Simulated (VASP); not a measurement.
# C (C2/m) in VASP: relaxation of cell and atoms with PBE

Aim: the relaxation of cell and atoms of C with PBE.

Everything below comes from runs of VASP 6.6.1. Logs are shortened: lines on timing, memory, paths and dates and some standing lists are left out, and cuts for length are marked.

### Step 1. The cell of the first run

It takes space group C2/m (No. 12, monoclinic). The conventional cell has a = 4.269 Å, b = 2.466 Å, c = 3.328 Å, α = 90.00°, β = 91.40°, γ = 90.00°. Within 1.9 Å of C (site symmetry m) lie 3 C at 1.42 to 1.43 Å.

### Step 2. Relaxation of cell and atoms, PBE

INCAR

```
PREC = Accurate
ENCUT = 1300
EDIFF = 1E-7
ISMEAR = 0
SIGMA = 0.1
LREAL = False
LASPH = True
NELM = 120
ALGO = Normal
ISIF = 3
LWAVE = False
LCHARG = False
GGA = PE
IBRION = 2
NSW = 90
EDIFFG = -0.04
GGA_COMPAT = False
NELMIN = 4
```

KPOINTS

```
regular mesh
0
Gamma
  8 8 6
```

POSCAR

```
C
1.0
    2.1345895944     -1.2327955467      0.0000000000
    2.1345895944      1.2327955467      0.0000000000
   -0.0815177473      0.0000000000      3.3272567535
C
2
Direct
    0.3329951478      0.3329951478      0.0000050063
    0.6670048522      0.6670048522      0.9999949937
```

Potentials or basis: VASP PAW PBE potentials, release 64 (C_h).

Run with:

```sh
$ cat potpaw_PBE.64/C_h/POTCAR > POTCAR
$ mpirun -np 1 vasp_std > vasp.out
```

OUTCAR:

```text
PREC = Accurate
   ENCUT = 1300
   EDIFF = 1E-7
   ISMEAR = 0
   LREAL = False
   LASPH = True
   NELM = 120
   ISIF = 3
   GGA = PE
   IBRION = 2
   NSW = 90
   EDIFFG = -0.04
   NELMIN = 4

 ion  position               nearest neighbor table
   1  0.333  0.333  0.000-   2 1.42   2 1.42   2 1.43
   2  0.667  0.667  1.000-   1 1.42   1 1.42   1 1.43

  LATTYP: Found a base centered monoclinic cell.
 ALAT       =     4.2691791888
 B/A-ratio  =     0.5775328194
 C/A-ratio  =     0.7796007261
 COS(beta)  =    -0.0244926373

  Lattice vectors:

 A1 = (   2.1345895944,  -1.2327955467,   0.0000000000)
 A2 = (   2.1345895944,   1.2327955467,   0.0000000000)
 A3 = (  -0.0815177473,   0.0000000000,   3.3272567535)

Analysis of symmetry for initial positions (statically):
=====================================================================
 Subroutine PRICEL returns:
 Original cell was already a primitive cell.

 Routine SETGRP: Setting up the symmetry group for a
 base centered monoclinic supercell.

 Subroutine GETGRP returns: Found  4 space group operations
 (whereof  4 operations were pure point group operations)
 out of a pool of  4 trial point group operations.

The static configuration has the point symmetry C_2h.

Analysis of symmetry for dynamics (positions and initial velocities):
=====================================================================
 Subroutine PRICEL returns:
 Original cell was already a primitive cell.

 Routine SETGRP: Setting up the symmetry group for a
 base centered monoclinic supercell.

 Subroutine GETGRP returns: Found  4 space group operations
 (whereof  4 operations were pure point group operations)
 out of a pool of  4 trial point group operations.

The dynamic configuration has the point symmetry C_2h.

 Subroutine INISYM returns: Found  4 space group operations
 (whereof  4 operations are pure point group operations),
 and found     1 'primitive' translations

----------------------------------------------------------------------------------------

                                     Primitive cell

  volume of cell :      17.5114

  direct lattice vectors                    reciprocal lattice vectors
     2.134589594 -1.232795547  0.000000000     0.234237064 -0.405582257  0.005738805
     2.134589594  1.232795547  0.000000000     0.234237064  0.405582257  0.005738805
    -0.081517747  0.000000000  3.327256753     0.000000000  0.000000000  0.300547891

  length of vectors
     2.465006612  2.465006612  3.328255196     0.468398231  0.468398231  0.300547891

  position of ions in fractional coordinates (direct lattice)
     0.332995148  0.332995148  0.000005006
     0.667004852  0.667004852  0.999994994

  ion indices of the primitive-cell ions
   primitive index   ion index
                 1           1
                 2           2

----------------------------------------------------------------------------------------

 KPOINTS: regular mesh

Automatic generation of k-mesh.
 Grid dimensions read from file:
 generate k-points for:    8    8    6

 Generating k-lattice:

  Cartesian coordinates                     Fractional coordinates (reciprocal lattice)
     0.029279633 -0.050697782  0.000717351     0.125000000  0.000000000  0.000000000
     0.029279633  0.050697782  0.000717351     0.000000000  0.125000000  0.000000000
     0.000000000  0.000000000  0.050091315     0.000000000  0.000000000  0.166666667

  Length of vectors
     0.058549779  0.058549779  0.050091315

  Shift w.r.t. Gamma in fractional coordinates (k-lattice)
     0.000000000  0.000000000  0.000000000

 Subroutine IBZKPT returns following result:
 ===========================================

 Found    114 irreducible k-points:

 Following reciprocal coordinates:
            Coordinates               Weight
  0.000000  0.000000  0.000000      1.000000
  0.125000  0.000000 -0.000000      4.000000
  0.250000  0.000000 -0.000000      4.000000
  0.375000  0.000000 -0.000000      4.000000
  0.500000  0.000000 -0.000000      2.000000
  0.125000  0.125000 -0.000000      2.000000
[... 16 lines left out ...]
  0.125000  0.000000  0.166667      4.000000
  0.250000  0.000000  0.166667      4.000000
 [... further k-points ...]
   k-points           NKPTS =    114   k-points in BZ     NKDIM =    114   number of bands    NBANDS=      8
   number of dos      NEDOS =    301   number of ions     NIONS =      2
   total plane-waves  NPLWV =  36000
   dimension x,y,z NGX =    30 NGY =   30 NGZ =   40
   dimension x,y,z NGXF=    60 NGYF=   60 NGZF=   80
   ions per type =               2
   NGX,Y,Z   is equivalent  to a cutoff of  20.23, 20.23, 19.98 a.u.
   NGXF,Y,Z  is equivalent  to a cutoff of  40.47, 40.47, 39.96 a.u.
 SYSTEM =  unknown system
   PREC   = accura    normal or accurate (medium, high low for compatibility)
   ISTART =      0    job   : 0-new  1-cont  2-samecut
   ICHARG =      2    charge: 1-file 2-atom 10-const
   ISPIN  =      1    spin polarized calculation?
   LNONCOLLINEAR =      F non collinear calculations
   LSORBIT =      F    spin-orbit coupling
   LASPH  =      T    aspherical Exc in radial PAW
   ENCUT  = 1300.0 eV  95.55 Ry    9.77 a.u.   7.25  7.25  9.78*2*pi/ulx,y,z
   NELM   =    120;   NELMIN=  4; NELMDL= -5     # of ELM steps
   EDIFF  = 0.1E-06   stopping-criterion for ELM
   LREAL  =      F    real-space projection
   EDIFFG = -.4E-01   stopping-criterion for IOM
   NSW    =     90    number of steps for IOM
   IBRION =      2    ionic relax: 0-MD 1-quasi-New 2-CG
   NFREE  =      1    steps in history (QN), initial steepest desc. (CG)
   ISIF   =      3    stress and relaxation
   ISYM   =      2    0-nonsym 1-usesym 2-fastsym
   POTIM  = 0.5000    time-step for ionic-motion
   TEBEG  =    0.0;   TEEND  =   0.0 temperature during run
   PSTRESS=    0.0 pullay stress
   NELECT =       8.0000    total number of electrons
   NUPDOWN=      -1.0000    fix difference up-down
   EMIN   =  10.00;   EMAX   =-10.00  energy-range for DOS
   EFERMI =   0.00;   METHOD = LEGACY
   ISMEAR =     0;   SIGMA  =   0.10  broadening in eV -4-tet -1-fermi 0-gaus
   EFERMI_NEDOS =   21; number of points for ismear=-14 and -15
   IALGO  =     38    algorithm
   IMIX   =      4    mixing-type and parameters
     AMIX     =   0.40;   BMIX     =  1.00
     AMIX_MAG =   1.60;   BMIX_MAG =  1.00
  volume/ion in A,a.u.               =       8.76        59.09
  Fermi-wavevector in a.u.,A,eV,Ry     =   1.260852  2.382666 21.629844  1.589749
  Thomas-Fermi vector in A             =   2.394341
   LORBIT       =      0    0 simple, 1 ext, 2 COOP (PROOUT), +10 PAW based schemes
   GGA     = PE    functional components
   LHFCALC =     F    Hartree Fock is set to
   AEXX    =    0.0000 exact exchange contribution
   IVDW    =     0    specifies the selected vdW correction
   LEPSILON=     F    determine dielectric tensor
   LRPA    =     F    only Hartree local field effects (RPA)
 conjugate gradient relaxation of ions
 non-spin polarized calculation
 Gauss-broadening in eV      SIGMA  =   0.10
  energy-cutoff  :     1300.00
  volume of cell :       17.51
 maximum number of plane-waves:      1879
 NGX is ok and might be reduce to    30
   NGX = 15   NGY = 15   NGZ = 19

--------------------------------------- Ionic step        1  -------------------------------------------

 number of electron       8.0000000 magnetization

 Free energy of the ion-electron system (eV)
  ---------------------------------------------------
  ext. energy  EPLUGINS =         0.00000000
  ---------------------------------------------------
  free energy    TOTEN  =       -18.42349713 eV

  energy without entropy =      -18.42349442  energy(sigma->0) =      -18.42349577

------------------------ aborting loop because EDIFF is reached ----------------------------------------

  FORCE on cell =-STRESS in cart. coord.  units (eV):
  Direction    XX          YY          ZZ          XY          YZ          ZX
  --------------------------------------------------------------------------------------
  -------------------------------------------------------------------------------------
  Total       -0.0901449     -0.0498740      0.7752352      0.0000000      0.0000000     -0.0264939
  in kB       -8.2476424     -4.5631342     70.9287523      0.0000000      0.0000000     -2.4240141
  external PRESSURE =      19.3726586 kB  Pullay stress =       0.0000000 kB
[... 628 lines left out ...]
 k-point    24 :       0.2500    0.0000    0.1667
  band No.  band energies     occupation
      1     -14.1506      2.00000
      2      -3.5307      2.00000
      3      -1.8248      2.00000
      4      -1.1670      2.00000
      5       9.8191      0.00000
      6      11.2432      0.00000
      7      11.9087      0.00000
      8      17.2658      0.00000

 [... further k-points ...]

[... ionic steps 4 to 15 ...]

--------------------------------------- Ionic step       16  -------------------------------------------

 number of electron       8.0000000 magnetization

------------------------ aborting loop because EDIFF is reached ----------------------------------------

  FORCE on cell =-STRESS in cart. coord.  units (eV):
  Direction    XX          YY          ZZ          XY          YZ          ZX
  --------------------------------------------------------------------------------------
  -------------------------------------------------------------------------------------
  Total        0.0999243      0.0060042      0.0425932      0.0000000      0.0000000     -0.0040160
  in kB        7.4860785      0.4498207      3.1909794      0.0000000      0.0000000     -0.3008706
  external PRESSURE =       3.7089595 kB  Pullay stress =       0.0000000 kB
[... 57 lines left out ...]
  energy  without entropy=      -18.4833624011  energy(sigma->0) =      -18.48336240

--------------------------------------- Ionic step       18  -------------------------------------------

 number of electron       8.0000000 magnetization

 Free energy of the ion-electron system (eV)
  ---------------------------------------------------
  ext. energy  EPLUGINS =         0.00000000
  ---------------------------------------------------
  free energy    TOTEN  =       -18.48345443 eV

  energy without entropy =      -18.48345443  energy(sigma->0) =      -18.48345443

 E-fermi :   3.4451     XC(G=0):  -9.0773

 val. band max:        2.9523116013   @ k =  -0.3750   0.2500   0.0000
 cond. band min:       4.5309516619   @ k =  -0.3750   0.3750   0.5000
 fundamental gap:      1.5786400606
 Fermi energy:         3.4451048797

 k-point     1 :       0.0000    0.0000    0.0000
  band No.  band energies     occupation
      1     -15.7751      2.00000
      2      -3.5041      2.00000
      3       0.7121      2.00000
      4       0.7344      2.00000
      5       7.0011      0.00000
      6      12.0789      0.00000
      7      12.0936      0.00000
      8      15.2457      0.00000
[... 282 lines left out ...]
  FREE ENERGIE OF THE ION-ELECTRON SYSTEM (eV)
  ---------------------------------------------------
  free  energy   TOTEN  =       -18.4834544279 eV

  energy  without entropy=      -18.4834544279  energy(sigma->0) =      -18.48345443

 reached required accuracy - stopping structural energy minimisation
```

Run time: 7.8 min. Hardware: 1 thread of AMD EPYC 7R43 (Zen 3), shared host; peak memory 0.17 GiB.

What came out:

```
Free energy                           : -18.4835 eV
Relaxed volume                        : 10.72 Å³/atom
Relaxed cell                          : a = 2.466 Å, b = 2.466 Å, c = 4.074 Å, α = 91.70°, β = 91.70°, γ = 59.97°
Space group after relaxing (to 0.1 Å) : C2/m (No. 12)
Energy gained by relaxing             : 30.0 meV/atom
Ionic steps                           : 18
Pressure after relaxing               : 0.1 GPa
Largest force after relaxing          : 0.030 eV/Å
```

Forces on the atoms (eV/Å):
```
C   -0.030  0.000  0.000
C    0.030  0.000  0.000
```

Step by step:
```tsv
step	energy change (eV)	largest force (eV/Å)	pressure (GPa)	volume (Å³)
1	0.0000	0.1560	1.94	17.51
2	-0.0086	0.7123	3.07	17.78
3	-0.0086	0.7240	3.08	17.78
4	-0.0121	0.6763	3.06	17.86
5	-0.0213	0.5336	3.02	18.11
6	-0.0349	0.2502	3.04	18.60
7	-0.0467	0.3070	3.40	19.57
8	-0.0472	0.4520	3.54	19.83
9	-0.0547	0.1292	1.72	20.33
10	-0.0577	0.2429	-0.20	20.91
11	-0.0589	0.0860	-0.56	21.11
12	-0.0592	0.0404	-0.83	21.28
13	-0.0596	0.0592	-0.25	21.33
14	-0.0597	0.0629	-0.03	21.34
15	-0.0597	0.0714	0.24	21.36
16	-0.0599	0.0253	0.37	21.39
17	-0.0599	0.0447	0.37	21.39
18	-0.0600	0.0304	0.14	21.44
```

Final structure:
```xyz
2
Lattice="2.1359 -1.2326 -0.0168 2.1359 1.2326 -0.0168 -0.1078 0.0000 4.0722" Properties=species:S:1:pos:R:3 pbc="T T T"
C     1.4243    0.0000   -0.0112
C     2.7397    0.0000    4.0498
```

Caveat: the volume moved by over 15 % at a fixed basis, so the end points are rough; this functional lacks dispersion, which binds layers or chains, so the pressure and a relaxed spacing across them are unreliable.
